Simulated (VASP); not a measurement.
# Si (P6/mmm) in VASP: further runs

Si is run at these levels: LDA; tasks: single point, relaxation of cell and atoms.

Everything below comes from runs of VASP 6.6.1. Logs are shortened: lines on timing, memory, paths and dates and some standing lists are left out, and cuts for length are marked.

### 1 The cell of the first run

It takes space group P6/mmm (No. 191, hexagonal). The conventional cell has a = 2.608 Å, b = 2.608 Å, c = 2.471 Å, α = 90.00°, β = 90.00°, γ = 120.00°. Si (site symmetry 6/mmm) has 8 Si at 2.47 to 2.61 Å within 3.3 Å.

This isn't the form of Si at room conditions, which is diamond.

### 2 Single point, LDA

The input, INCAR:

```
ALGO = Normal
EDIFF = 1E-6
ENCUT = 520
ISIF = 2
ISMEAR = 0
LASPH = T
LCHARG = T
LELF = T
LREAL = F
LVHAR = T
LWAVE = F
NBANDS = 8
NELM = 80
PREC = Accurate
SIGMA = 0.1
```

The input, KPOINTS:

```
k-points
0
Gamma
  18 18 16
```

The input, POSCAR:

```
Si
1.0
    2.6084914272      0.0000000000      0.0000000000
   -1.3042457136      2.2590198415      0.0000000000
    0.0000000000      0.0000000000      2.4707612060
Si
1
Direct
    0.0000000000      0.0000000000      0.0000000000
```

Potentials or basis: VASP PAW LDA potentials, release 64 (Si).

On the command line:

```bash
$ cat potpaw_LDA.64/Si/POTCAR > POTCAR
$ mpirun -np 1 vasp_std > vasp.out
```

OUTCAR:

```text
EDIFF = 1E-6
   ENCUT = 520
   ISIF = 2
   ISMEAR = 0
   LASPH = T
   LREAL = F
   NELM = 80
   PREC = Accurate

 ion  position               nearest neighbor table
   1  0.000  0.000  0.000-

  LATTYP: Found a hexagonal cell.
 ALAT       =     2.6084914272
 C/A-ratio  =     0.9471992816

  Lattice vectors:

 A1 = (   2.6084914272,   0.0000000000,   0.0000000000)
 A2 = (  -1.3042457136,   2.2590198415,   0.0000000000)
 A3 = (   0.0000000000,   0.0000000000,   2.4707612060)

Analysis of symmetry for initial positions (statically):
=====================================================================
 Subroutine PRICEL returns:
 Original cell was already a primitive cell.

 Routine SETGRP: Setting up the symmetry group for a
 hexagonal supercell.

 Subroutine GETGRP returns: Found 24 space group operations
 (whereof 24 operations were pure point group operations)
 out of a pool of 24 trial point group operations.

The static configuration has the point symmetry D_6h.

Analysis of symmetry for dynamics (positions and initial velocities):
=====================================================================
 Subroutine PRICEL returns:
 Original cell was already a primitive cell.

 Routine SETGRP: Setting up the symmetry group for a
 hexagonal supercell.

 Subroutine GETGRP returns: Found 24 space group operations
 (whereof 24 operations were pure point group operations)
 out of a pool of 24 trial point group operations.

The dynamic configuration has the point symmetry D_6h.

 Subroutine INISYM returns: Found 24 space group operations
 (whereof 24 operations are pure point group operations),
 and found     1 'primitive' translations

----------------------------------------------------------------------------------------

                                     Primitive cell

  volume of cell :      14.5593

  direct lattice vectors                    reciprocal lattice vectors
     2.608491427  0.000000000  0.000000000     0.383363345  0.221334931  0.000000000
    -1.304245714  2.259019841  0.000000000     0.000000000  0.442669861  0.000000000
     0.000000000  0.000000000  2.470761206     0.000000000  0.000000000  0.404733569

  length of vectors
     2.608491427  2.608491427  2.470761206     0.442669861  0.442669861  0.404733569

[... 77 lines left out ...]
   NELM   =     80;   NELMIN=  2; NELMDL= -5     # of ELM steps
   EDIFF  = 0.1E-05   stopping-criterion for ELM
   LREAL  =      F    real-space projection
   EDIFFG = 0.1E-04   stopping-criterion for IOM
   NSW    =      0    number of steps for IOM
   IBRION =     -1    ionic relax: 0-MD 1-quasi-New 2-CG
   NFREE  =      0    steps in history (QN), initial steepest desc. (CG)
   ISIF   =      2    stress and relaxation
   ISYM   =      2    0-nonsym 1-usesym 2-fastsym
   POTIM  = 0.5000    time-step for ionic-motion
   TEBEG  =    0.0;   TEEND  =   0.0 temperature during run
   PSTRESS=    0.0 pullay stress
   NELECT =       4.0000    total number of electrons
   NUPDOWN=      -1.0000    fix difference up-down
   EMIN   =  10.00;   EMAX   =-10.00  energy-range for DOS
   EFERMI =   0.00;   METHOD = LEGACY
   ISMEAR =     0;   SIGMA  =   0.10  broadening in eV -4-tet -1-fermi 0-gaus
   EFERMI_NEDOS =   21; number of points for ismear=-14 and -15
   IALGO  =     38    algorithm
   IMIX   =      4    mixing-type and parameters
     AMIX     =   0.40;   BMIX     =  1.00
     AMIX_MAG =   1.60;   BMIX_MAG =  1.00
  volume/ion in A,a.u.               =      14.56        98.25
  Fermi-wavevector in a.u.,A,eV,Ry     =   1.064261  2.011161 15.410654  1.132651
  Thomas-Fermi vector in A             =   2.199773
   LORBIT       =      0    0 simple, 1 ext, 2 COOP (PROOUT), +10 PAW based schemes
   GGA     = CA    functional components
   LHFCALC =     F    Hartree Fock is set to
   AEXX    =    0.0000 exact exchange contribution
   IVDW    =     0    specifies the selected vdW correction
   LEPSILON=     F    determine dielectric tensor
   LRPA    =     F    only Hartree local field effects (RPA)
 non-spin polarized calculation
 Gauss-broadening in eV      SIGMA  =   0.10
  energy-cutoff  :      520.00
  volume of cell :       14.56
 maximum number of plane-waves:       405
 NGX is ok and might be reduce to    20
   NGX =  9   NGY =  9   NGZ =  9

 number of electron       4.0000000 magnetization

 Free energy of the ion-electron system (eV)
  ---------------------------------------------------
  ext. energy  EPLUGINS =         0.00000000
  ---------------------------------------------------
  free energy    TOTEN  =        -5.73763953 eV

  energy without entropy =       -5.73531358  energy(sigma->0) =       -5.73647655

 E-fermi :   9.7950     XC(G=0): -11.1787

 val. band max:        9.7927626857   @ k =   0.2222   0.0556   0.2500
 cond. band min:       9.8054661341   @ k =   0.2222   0.1667   0.2500
 fundamental gap:      0.0127034484
 Fermi energy:         9.7949768911

 k-point     1 :       0.0000    0.0000    0.0000
  band No.  band energies     occupation
      1      -4.4057      2.00000
      2      17.2259      0.00000
      3      17.5417      0.00000
      4      20.1814      0.00000
      5      20.1814      0.00000
      6      22.1038      0.00000
      7      22.1038      0.00000
      8      27.6396      0.00000
[... 243 lines left out ...]
 k-point    24 :       0.3889    0.1111    0.0000
  band No.  band energies     occupation
      1       1.3193      2.00000
      2       4.4337      2.00000
      3      11.7277      0.00000
      4      19.8935      0.00000
      5      22.0836      0.00000
      6      25.6138      0.00000
      7      26.2759      0.00000
      8      29.5721      0.00000

 [... further k-points ...]

------------------------ aborting loop because EDIFF is reached ----------------------------------------

  FORCE on cell =-STRESS in cart. coord.  units (eV):
  Direction    XX          YY          ZZ          XY          YZ          ZX
  --------------------------------------------------------------------------------------
  -------------------------------------------------------------------------------------
  Total        0.0078735      0.0078735      0.0055647      0.0000000      0.0000000      0.0000000
  in kB        0.8664442      0.8664442      0.6123630      0.0000000      0.0000000      0.0000000
  external PRESSURE =       0.7817505 kB  Pullay stress =       0.0000000 kB

 VOLUME and BASIS-vectors are now :
 -----------------------------------------------------------------------------
  energy-cutoff  :      520.00
  volume of cell :       14.56
      direct lattice vectors                 reciprocal lattice vectors
     2.608491427  0.000000000  0.000000000     0.383363345  0.221334931  0.000000000
    -1.304245714  2.259019841  0.000000000     0.000000000  0.442669861  0.000000000
     0.000000000  0.000000000  2.470761206     0.000000000  0.000000000  0.404733569

 POSITION                                       TOTAL-FORCE (eV/Angst)
 -----------------------------------------------------------------------------------
      0.00000      0.00000      0.00000         0.000000      0.000000      0.000000
 -----------------------------------------------------------------------------------
    total drift:                               -0.000000     -0.000000      0.000000

  FREE ENERGIE OF THE ION-ELECTRON SYSTEM (eV)
  ---------------------------------------------------
  free  energy   TOTEN  =        -5.7376395288 eV

  energy  without entropy=       -5.7353135794  energy(sigma->0) =       -5.73647655
```

OSZICAR:

```text
N       E                     dE             d eps       ncg     rms          rms(c)
DAV:   1    -0.303188335690E+01   -0.30319E+01   -0.18110E+03  5736   0.379E+02
DAV:   2    -0.573439398984E+01   -0.27025E+01   -0.25310E+01  7872   0.308E+01
DAV:   3    -0.575239642801E+01   -0.18002E-01   -0.17989E-01  6136   0.261E+00
DAV:   4    -0.575241819808E+01   -0.21770E-04   -0.21770E-04  8744   0.984E-02
DAV:   5    -0.575241820599E+01   -0.79112E-08   -0.79714E-08  6080   0.103E-03    0.314E+00
DAV:   6    -0.574323001942E+01    0.91882E-02   -0.20600E-03  6448   0.199E-01    0.178E+00
DAV:   7    -0.573769303882E+01    0.55370E-02   -0.39147E-03  6056   0.282E-01    0.133E-01
DAV:   8    -0.573764000059E+01    0.53038E-04   -0.14470E-04  7112   0.637E-02    0.117E-02
DAV:   9    -0.573763952882E+01    0.47176E-06   -0.34017E-06  7296   0.144E-02
   1 F= -.57376395E+01 E0= -.57364766E+01  d E =-.232595E-02
```

stdout:

```text
POSCAR found type information on POSCAR Si
 POSCAR found :  1 types and       1 ions
 scaLAPACK will be used
 LDA part: xc-table for (Slater(with rela. corr.)+CA(PZ))
 , standard interpolation
 POSCAR, INCAR and KPOINTS ok, starting setup
 FFT: planning ... GRIDC
 FFT: planning ... GRID_SOFT
 FFT: planning ... GRID
 WAVECAR not read
 entering main loop
```

Run time: 8.8 s. Hardware: 1 thread of Intel Xeon 6975P-C (Granite Rapids), shared host; peak memory 0.13 GiB.

What came out:

- Free energy: -5.7376 eV
- Pressure: 0.1 GPa
- Band gap on the k mesh: zero (bands 2 and 3 overlap by 12.05 eV)

Levels at points of the mesh, in eV from the Fermi level:
```tsv
k point	band 1	band 2	band 3	band 4	band 5
(0.00, 0.00, 0.00)	-14.20	7.43	7.75	10.39	10.39
(0.50, 0.00, 0.00)	-7.63	-6.86	5.17	6.56	12.62
(0.00, 0.00, 0.50)	-9.37	-7.28	13.88	13.88	14.98
(0.50, 0.00, 0.50)	-3.04	-2.11	-1.99	1.43	8.75
```

### 3 Single point, LDA

The input, INCAR:

```
  PREC = Accurate
  ENCUT = 520
  EDIFF = 1E-6
  ISMEAR = 0
  SIGMA = 0.15
  LREAL = False
  LASPH = True
  NELM = 100
  ALGO = Normal
  ISIF = 2
  LWAVE = False
  LCHARG = True
  GGA = CA
  LELF = True
  LVHAR = True
  NBANDS = 8
```

The input, KPOINTS:

```
regular mesh
0
Gamma
  24 24 24
```

POSCAR is that of step 2.

Potentials or basis: VASP PAW LDA potentials, release 64 (Si).

On the command line:

```bash
$ cat potpaw_LDA.64/Si/POTCAR > POTCAR
$ mpirun -np 1 vasp_std > vasp.out
```

Run time: 20 s. Hardware: 1 thread of Intel Xeon 6975P-C (Granite Rapids), shared host; peak memory 0.17 GiB.

It converged, with:

```
Free energy            : -5.7385 eV
Pressure               : 0.1 GPa
Band gap on the k mesh : zero (bands 2 and 3 overlap by 12.05 eV)
```

Stress tensor (GPa, compression positive):
```
 0.95  0.00  0.00
 0.00  0.95  0.00
 0.00  0.00 -1.56
```

Levels at points of the mesh, in eV from the Fermi level:
```csv
k point,band 1,band 2,band 3,band 4,band 5,band 6
"(0.00, 0.00, 0.00)",-14.19,7.45,7.76,10.40,10.40,12.32
"(0.50, 0.00, 0.00)",-7.62,-6.84,5.19,6.57,12.63,14.97
"(0.00, 0.00, 0.50)",-9.35,-7.26,13.89,13.89,14.99,14.99
"(0.50, 0.00, 0.50)",-3.03,-2.10,-1.97,1.44,8.76,12.39
```

### 4 Relaxation of cell and atoms, LDA

This run uses another cell than the first one, of 14.67 Å³/atom.

The input, INCAR:

```
SYSTEM = Si
PREC = Accurate
ENCUT = 600
EDIFF = 1E-6
ISMEAR = 0
SIGMA = 0.1
LREAL = .FALSE.
LASPH = .TRUE.
NELM = 80
ALGO = Normal
ISIF = 3
LWAVE = .FALSE.
LCHARG = .FALSE.
GGA = CA
IBRION = 2
NSW = 100
EDIFFG = -0.005
```

The input, KPOINTS:

```
Automatic mesh
0
G
  18 18 16
  0 0 0
```

The input, POSCAR:

```
Si
1.0
    2.6205428149      0.0000000000      0.0000000000
   -1.3102714075      2.2694566494      0.0000000000
    0.0000000000      0.0000000000      2.4663543900
Si
1
Direct
    0.0000000000      0.0000000000      0.0000000000
```

On the command line:

```bash
$ cat potpaw_LDA.64/Si/POTCAR > POTCAR
$ mpirun -np 1 vasp_std > vasp.out
```

Run time: 14 s. Hardware: 1 thread of Intel Xeon 6975P-C (Granite Rapids), shared host; peak memory 0.14 GiB.

The run converged. Its results:

```yaml
Free_energy: -5.7378 eV
Relaxed_volume: 14.57 Å³/atom
Relaxed_cell: a = 2.609 Å, b = 2.609 Å, c = 2.472 Å, α = 90.00°, β = 90.00°, γ = 120.00°
Space_group_after_relaxing_to_0.1_Å: P6/mmm (No. 191)
Energy_gained_by_relaxing: 0.4 meV/atom
Ionic_steps: 4
Pressure_after_relaxing: 0.0 GPa
Band_gap_on_the_k_mesh: zero (bands 2 and 3 overlap by 12.04 eV)
```

The path:
```
step  energy change (eV)  largest force (eV/Å)  pressure (GPa)  volume (Å³)
   1              0.0000                0.0000           -0.69        14.67
   2             -0.0004                0.0000            0.29        14.53
   3             -0.0004                0.0000            0.17        14.55
   4             -0.0004                0.0000            0.01        14.57
```

Final structure:
```
Si
1.0
     2.60896    0.00000    0.00000
    -1.30448    2.25943    0.00000
     0.00000    0.00000    2.47159
Si
1
Cartesian
  -1.3045 2.2594 2.4716
```

Levels at points of the mesh, in eV from the Fermi level:
```tsv
k point	band 1	band 2	band 3	band 4	band 5
(0.00, 0.00, 0.00)	-14.19	7.43	7.74	10.38	10.38
(0.50, 0.00, 0.00)	-7.63	-6.85	5.17	6.56	12.61
(0.00, 0.00, 0.50)	-9.37	-7.27	13.87	13.87	14.97
(0.50, 0.00, 0.50)	-3.04	-2.11	-1.99	1.43	8.74
```

### 5 Summary

| task | cell | k mesh | cutoff (eV) | smearing | gap on the mesh (eV) | pressure (GPa) |
| --- | --- | --- | --- | --- | --- | --- |
| single point | a = 2.608, b = 2.608, c = 2.471 Å, angles 90.0, 90.0, 120.0°, 1 atom | 18 × 18 × 16 | 520 | gaussian 0.1 eV | none | 0.1 |
| single point | a = 2.608, b = 2.608, c = 2.471 Å, angles 90.0, 90.0, 120.0°, 1 atom | 24 × 24 × 24 | 520 | gaussian 0.15 eV | none | 0.1 |
| relaxation of cell and atoms | relaxed from a = 2.621, b = 2.621, c = 2.466 Å, angles 90.0, 90.0, 120.0°, 1 atom | 18 × 18 × 16 | 600 | gaussian 0.1 eV | none | 0.0 |

Alike in all rows: level LDA; potentials or basis VASP PAW LDA potentials, release 64 (Si); no spin polarisation.

Absolute energies hang on the potentials; compare differences alone.
